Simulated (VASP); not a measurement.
ZrC, 2 atoms in the cell. It takes space group Fm-3m (No. 225, cubic). Conventional cell: a = 4.642 Å, b = 4.642 Å, c = 4.642 Å, α = 90.00°, β = 90.00°, γ = 90.00°. Within 3.1 Å of Zr (site symmetry m-3m) lie 6 C at 2.32 Å. C (site symmetry m-3m) has 6 Zr at 2.32 Å within 3.1 Å. 

- Program: VASP 6.6.1
- Task: vibrations by perturbation theory
- Functional: LDA
- Potentials or basis: VASP PAW LDA potentials, release 64 (Zr_sv, C)
- Cutoff: 520 eV
- k mesh: 12 × 12 × 12
- Occupations: fermi-dirac, width 0.1 eV
- Spin: no spin polarisation
- Dipole correction: no
- Further INCAR settings: ALGO = Normal; EDIFF = 1e-08; NBANDS = 15; IBRION = 8; NSW = 1

Potentials or basis: VASP PAW LDA potentials, release 64 (Zr_sv, C).

Command:

```bash
$ cat potpaw_LDA.64/Zr_sv/POTCAR potpaw_LDA.64/C/POTCAR > POTCAR
$ mpirun -np 1 vasp_std > vasp.out
```

Hardware: 1 thread of AMD EPYC 9R45 96-Core Processor (Zen 5) (shared host).

Q: Estimate the wall time of this run.

A: Run time: 2.4 min on 1 thread of AMD EPYC 9R45 96-Core Processor (Zen 5), on a shared host, peak memory 0.24 GiB. Counts: scf iterations 56, k points 72.
